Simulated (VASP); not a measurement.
# Hf (Fm-3m) in VASP: further runs, part 2 of 2

VASP 6.6.1. Earlier steps stand in the parts before.

### 4 Electric field gradients, PBEsol (22.32 Å³/atom)

This run uses another cell than the first one, of 22.32 Å³/atom.

The input, INCAR:

```
SYSTEM = Hf
PREC = Accurate ; ENCUT = 520
EDIFF = 1E-8 ; ISMEAR = -1
SIGMA = 0.03 ; LREAL = .False.
LASPH = .True. ; NELM = 60
ALGO = Normal ; ISIF = 2
LWAVE = .False. ; LCHARG = .False.
GGA = PS ; LEFG = .True.
NBANDS = 11
```

The input, KPOINTS:

```
Automatic mesh
0
Gamma
  16 16 16
  0 0 0
```

The input, POSCAR:

```
Hf
1.0
    0.0000000000      2.2347024152      2.2347024152
    2.2347024152      0.0000000000      2.2347024152
    2.2347024152      2.2347024152      0.0000000000
Hf
1
Direct
    0.0000000000      0.0000000000      0.0000000000
```

Potentials or basis: VASP PAW PBE potentials, release 64 (Hf_pv).

Run with:

```sh
$ cat potpaw_PBE.64/Hf_pv/POTCAR > POTCAR
$ mpirun -np 1 vasp_std > vasp.out
```

OUTCAR:

```text
SYSTEM = Hf
   PREC = Accurate
   ENCUT = 520
   EDIFF = 1E-8
   ISMEAR = -1
   LREAL = .False.
   LASPH = .True.
   NELM = 60
   ISIF = 2
   GGA = PS

 ion  position               nearest neighbor table
   1  0.000  0.000  0.000-

  LATTYP: Found a face centered cubic cell.
 ALAT       =     4.4694048304

  Lattice vectors:

 A1 = (   0.0000000000,   2.2347024152,   2.2347024152)
 A2 = (   2.2347024152,   0.0000000000,   2.2347024152)
 A3 = (   2.2347024152,   2.2347024152,   0.0000000000)

Analysis of symmetry for initial positions (statically):
=====================================================================
 Subroutine PRICEL returns:
 Original cell was already a primitive cell.

 Routine SETGRP: Setting up the symmetry group for a
 face centered cubic supercell.

 Subroutine GETGRP returns: Found 48 space group operations
 (whereof 48 operations were pure point group operations)
 out of a pool of 48 trial point group operations.

The static configuration has the point symmetry O_h .

Analysis of symmetry for dynamics (positions and initial velocities):
=====================================================================
 Subroutine PRICEL returns:
 Original cell was already a primitive cell.

 Routine SETGRP: Setting up the symmetry group for a
 face centered cubic supercell.

 Subroutine GETGRP returns: Found 48 space group operations
 (whereof 48 operations were pure point group operations)
 out of a pool of 48 trial point group operations.

The dynamic configuration has the point symmetry O_h .

 Subroutine INISYM returns: Found 48 space group operations
 (whereof 48 operations are pure point group operations),
 and found     1 'primitive' translations

----------------------------------------------------------------------------------------

                                     Primitive cell

  volume of cell :      22.3197

  direct lattice vectors                    reciprocal lattice vectors
     0.000000000  2.234702415  2.234702415    -0.223743437  0.223743437  0.223743437
     2.234702415  0.000000000  2.234702415     0.223743437 -0.223743437  0.223743437
     2.234702415  2.234702415  0.000000000     0.223743437  0.223743437 -0.223743437

  length of vectors
     3.160346463  3.160346463  3.160346463     0.387535001  0.387535001  0.387535001

  position of ions in fractional coordinates (direct lattice)
     0.000000000  0.000000000  0.000000000

  ion indices of the primitive-cell ions
   primitive index   ion index
                 1           1

----------------------------------------------------------------------------------------

 KPOINTS: Automatic mesh

Automatic generation of k-mesh.
 Grid dimensions read from file:
 generate k-points for:   16   16   16

 Generating k-lattice:

[... 65 lines left out ...]
   IBRION =     -1    ionic relax: 0-MD 1-quasi-New 2-CG
   NFREE  =      0    steps in history (QN), initial steepest desc. (CG)
   ISIF   =      2    stress and relaxation
   ISYM   =      2    0-nonsym 1-usesym 2-fastsym
   POTIM  = 0.5000    time-step for ionic-motion
   TEBEG  =    0.0;   TEEND  =   0.0 temperature during run
   PSTRESS=    0.0 pullay stress
   NELECT =      10.0000    total number of electrons
   NUPDOWN=      -1.0000    fix difference up-down
   EMIN   =  10.00;   EMAX   =-10.00  energy-range for DOS
   EFERMI =   0.00;   METHOD = LEGACY
   ISMEAR =    -1;   SIGMA  =   0.03  broadening in eV -4-tet -1-fermi 0-gaus
   EFERMI_NEDOS =   21; number of points for ismear=-14 and -15
   IALGO  =     38    algorithm
   IMIX   =      4    mixing-type and parameters
     AMIX     =   0.40;   BMIX     =  1.00
     AMIX_MAG =   1.60;   BMIX_MAG =  1.00
  volume/ion in A,a.u.               =      22.32       150.62
  Fermi-wavevector in a.u.,A,eV,Ry     =   1.252694  2.367249 21.350851  1.569243
  Thomas-Fermi vector in A             =   2.386583
   LORBIT       =      0    0 simple, 1 ext, 2 COOP (PROOUT), +10 PAW based schemes
   GGA     = PS    functional components
   LHFCALC =     F    Hartree Fock is set to
   AEXX    =    0.0000 exact exchange contribution
   IVDW    =     0    specifies the selected vdW correction
   LEPSILON=     F    determine dielectric tensor
   LRPA    =     F    only Hartree local field effects (RPA)
 non-spin polarized calculation
  energy-cutoff  :      520.00
  volume of cell :       22.32
 maximum number of plane-waves:       620
   NGX = 11   NGY = 11   NGZ = 11

 number of electron      10.0000000 magnetization

 number of electron       9.9999999 magnetization

 Free energy of the ion-electron system (eV)
  ---------------------------------------------------
  ext. energy  EPLUGINS =         0.00000000
  ---------------------------------------------------
  free energy    TOTEN  =       -10.42356103 eV

  energy without entropy =      -10.41759365  energy(sigma->0) =      -10.42057734

 E-fermi :   4.5936     XC(G=0): -11.4037

 val. band max:        4.5920100277   @ k =  -0.3125   0.3125   0.0625
 cond. band min:       4.6003991802   @ k =   0.5000   0.1250   0.0625
 fundamental gap:      0.0083891526
 Fermi energy:         4.5936190111

 k-point     1 :       0.0000    0.0000    0.0000
  band No.  band energies     occupation
      1     -25.3579      2.00000
      2     -25.3579      2.00000
      3     -25.3579      2.00000
      4      -2.6268      2.00000
      5       5.9884      0.00000
      6       5.9884      0.00000
      7       5.9884      0.00000
      8       8.7795      0.00000
      9       8.7795      0.00000
     10      15.9749      0.00000
     11      17.6526      0.00000
[... 309 lines left out ...]
 k-point    24 :      -0.0625    0.0625    0.0000
  band No.  band energies     occupation
      1     -25.4383      2.00000
      2     -25.3812      2.00000
      3     -25.3636      2.00000
      4      -2.2645      2.00000
      5       5.6262      0.00000
      6       6.1563      0.00000
      7       6.1709      0.00000
      8       8.4361      0.00000
      9       8.7684      0.00000
     10      16.7644      0.00000
     11      17.6502      0.00000

 [... further k-points ...]
[... 5 lines left out ...]
  --------------------------------------------------------------------------------------
  -------------------------------------------------------------------------------------
  Total       -0.5507057     -0.5507057     -0.5507057     -0.0000000     -0.0000000      0.0000000
  in kB      -39.5312999    -39.5312999    -39.5312999     -0.0000000     -0.0000000      0.0000000
  external PRESSURE =     -39.5312999 kB  Pullay stress =       0.0000000 kB

 VOLUME and BASIS-vectors are now :
 -----------------------------------------------------------------------------
  energy-cutoff  :      520.00
  volume of cell :       22.32
      direct lattice vectors                 reciprocal lattice vectors
     0.000000000  2.234702415  2.234702415    -0.223743437  0.223743437  0.223743437
     2.234702415  0.000000000  2.234702415     0.223743437 -0.223743437  0.223743437
     2.234702415  2.234702415  0.000000000     0.223743437  0.223743437 -0.223743437

 POSITION                                       TOTAL-FORCE (eV/Angst)
 -----------------------------------------------------------------------------------
      0.00000      0.00000      0.00000         0.000000      0.000000      0.000000
 -----------------------------------------------------------------------------------
    total drift:                                0.000000      0.000000     -0.000000

  FREE ENERGIE OF THE ION-ELECTRON SYSTEM (eV)
  ---------------------------------------------------
  free  energy   TOTEN  =       -10.4235610283 eV

  energy  without entropy=      -10.4175936530  energy(sigma->0) =      -10.42057734

 Electric field gradients (V/A^2)
---------------------------------------------------------------------
 ion       V_xx      V_yy      V_zz      V_xy      V_xz      V_yz
---------------------------------------------------------------------
   1       0.000     0.000    -0.000    -0.000    -0.000    -0.000
---------------------------------------------------------------------

 Electric field gradients after diagonalization (V/A^2)
 (convention: |V_zz| > |V_xx| > |V_yy|)
----------------------------------------------------------------------
 ion       V_xx      V_yy      V_zz     asymmetry (V_yy - V_xx)/ V_zz
----------------------------------------------------------------------
   1       0.000     0.000    -0.001       0.000
----------------------------------------------------------------------

           NMR quadrupolar parameters

 Cq : quadrupolar parameter    Cq=e*Q*V_zz/h
 eta: asymmetry parameters     (V_yy - V_xx)/ V_zz
 Q  : nuclear electric quadrupole moment in mb (millibarn)
----------------------------------------------------------------------
 ion       Cq(MHz)       eta       Q (mb)
----------------------------------------------------------------------
   1      -0.000       0.000       1.000
----------------------------------------------------------------------
```

It took 38 s on 1 thread of Intel Xeon 8259CL, shared host; peak memory 0.16 GiB.

Results:

```yaml
Free_energy: -10.4236 eV
Pressure: -4.0 GPa
Band_gap_on_the_k_mesh: zero (bands 5 and 6 overlap by 1.78 eV)
Largest_electric_field_gradient_by_atom: under 0.05 V/Å² on every atom
```

Caveat: the cell stands under tension; the PAW data sets were made with another functional, which shifts forces and pressure a little; spin-orbit coupling is left out, which moves the levels of the heavy elements.
